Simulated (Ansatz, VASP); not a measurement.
# BiTe in VASP and in Ansatz

```
Bi Te
1.0
     0.00000    3.19715    3.10124
     3.19715    0.00000    3.10124
     3.19715    3.19715    0.00000
Bi Te
1 1
Direct
  0.00000 0.00000 0.00000
  0.50000 0.50000 0.50000
```

Change from the starting cell: strain +0.000 along x and y, -0.030 along z, atoms carried along.

Alike in both runs: task single point; functional PBEsol; k mesh 16 × 16 × 16; occupations gaussian, width 0.15 eV; no spin polarisation.

```csv
,VASP,Ansatz
version,VASP 6.6.1,Ansatz 0.2.0
potentials or method,"VASP PAW PBE potentials, release 64 (Bi_d, Te), cutoff 500 eV","scalar-relativistic, plane waves, PAW"
valence electrons in the cell,21,31
```

```csv
,VASP,Ansatz,Ansatz less VASP
gap on the k mesh at the Fermi level (eV),none,none,-
pressure (GPa),1.9,1.9,0.00
"traceless stress, the component that is largest in VASP (GPa)",2.22,2.22,-0.003
```

VASP's potentials were made for PBE, not for PBEsol. A gap of «none» marks a metal or a gap that the smearing closes. VASP's potentials hold 21 valence electrons a cell and Ansatz's 31, so a difference there can come from the potentials and not from the codes.

Neither program's run includes spin-orbit coupling.
